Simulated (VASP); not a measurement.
A run of VASP 6.6.1 is set up as follows.

POSCAR

```
ScB15N16
1.0
   -3.6241103844      3.6241103844     -3.6241103844
    3.6241103844      3.6241103844      3.6241103844
    3.6241103844     -3.6241103844     -3.6241103844
B Sc N
15 1 16
Direct
   -0.0115590561     -0.0074345928     -0.0059406167
   -0.0001874397      0.2504541878      0.7631008980
    0.0017087802      0.5083655503      0.4965946897
   -0.0082451822      0.7475683412      0.2420205635
    0.2485549673      0.0013299279      0.7630994313
    0.2463246626      0.5083622840      0.2519685437
    0.2511625365      0.7504557921      0.0014041709
    0.5128600224      0.0013276067      0.4988136605
    0.5128695258      0.2504541573      0.2500790466
    0.4976827166      0.4995796523      0.0122319056
    0.4946544117      0.7533115499      0.7449060150
    0.7438153345     -0.0074454189      0.2386882601
    0.7477416330      0.2504432351     -0.0020021217
    0.7619539616      0.4995886595      0.7479212107
    0.7511551181      0.7504510397      0.5014086481
    0.2698419825      0.2504051231      0.5200364213
   -0.0487377805     -0.0452545144      0.2015016180
   -0.0077949235      0.2504572202      0.0048015706
    0.0117134890      0.5053885177      0.7555606097
   -0.0042926587      0.7555741731      0.5005152188
    0.2503766798     -0.0044717403      0.0070292508
    0.2476301000      0.2504577568      0.8111573739
    0.2469622721      0.5461397848      0.4972352689
    0.2502644943      0.7555720484      0.2459621761
    0.5023764431      0.0102998995      0.7526281160
    0.5609463966      0.2504579296      0.4978947834
    0.5052917541      0.5053658071      0.2619525836
    0.4905966533      0.7453455307     -0.0045886194
    0.7567758545     -0.0044768213      0.5006229865
    0.7545572123      0.2504546536      0.2424607029
    0.7425319461      0.4906077337     -0.0072073618
    0.7451503477      0.7453376317      0.7408368235
```

File INCAR.step1:

```
SYSTEM = ScB15N16
PREC = Accurate
ENCUT = 520
ISMEAR = -1
SIGMA = 0.01
LREAL = .False.
LASPH = .True.
NELM = 200
ALGO = Normal
ISIF = 2
LWAVE = .True.
LCHARG = .False.
ISPIN = 2
MAGMOM = 0 0 0 0.01 0 0 0 0 0 0 0.01 0 0 0 0 0.4 0 0 0 0 0 -0.01 0 0 0 -0.01 0 0 0 0 0 0
LORBIT = 11
NUPDOWN = 1.0
LMAXMIX = 4
GGA = PE
EDIFF = 1E-5
NELECT = 137.0
NBANDS = 94
GGA_COMPAT = .False.
```

Contents of INCAR.step2:

```
SYSTEM = ScB15N16
PREC = Accurate
ENCUT = 520
EDIFF = 1E-8
ISMEAR = -1
SIGMA = 0.01
LREAL = .False.
LASPH = .True.
NELM = 200
ALGO = Normal
ISIF = 2
LWAVE = .False.
LCHARG = .False.
ISPIN = 2
MAGMOM = 0 0 0 0.01 0 0 0 0 0 0 0.01 0 0 0 0 0.4 0 0 0 0 0 -0.01 0 0 0 -0.01 0 0 0 0 0 0
LORBIT = 11
NUPDOWN = 1.0
LMAXMIX = 4
GGA = PE
LHFCALC = .True.
HFSCREEN = 0.2079
PRECFOCK = Fast
LEFG = .True.
ISTART = 1
NELECT = 137.0
NBANDS = 94
GGA_COMPAT = .False.
```

Contents of KPOINTS:

```
Automatic mesh
0
Gamma
  1 1 1
  0.25 0.25 0.25
```

Potentials or basis: VASP PAW PBE potentials, release 64 (B, Sc_sv, N).

Run with:

```bash
$ cat potpaw_PBE.64/B/POTCAR potpaw_PBE.64/Sc_sv/POTCAR potpaw_PBE.64/N/POTCAR > POTCAR
$ cp INCAR.step1 INCAR
$ mpirun -np 1 vasp_std > vasp.out
$ cp INCAR.step2 INCAR
$ mpirun -np 1 vasp_std > vasp.out
```

(1) Predict the largest force.

Answers

(1) 0.258 eV/Å.

Caveat: the k points lie up to 1.23 Å⁻¹ apart, too coarse for converged energies, forces and pressures; the cell carries a net charge on a neutralising background, which shifts energy and pressure; without QUAD_EFG the Cq values of the log hold for a quadrupole moment of 1 mb, not for the nuclei; the PAW data sets were made with another functional, which shifts forces and pressure a little; the total moment is fixed, so each spin has its own Fermi level and the state may be an excited one.
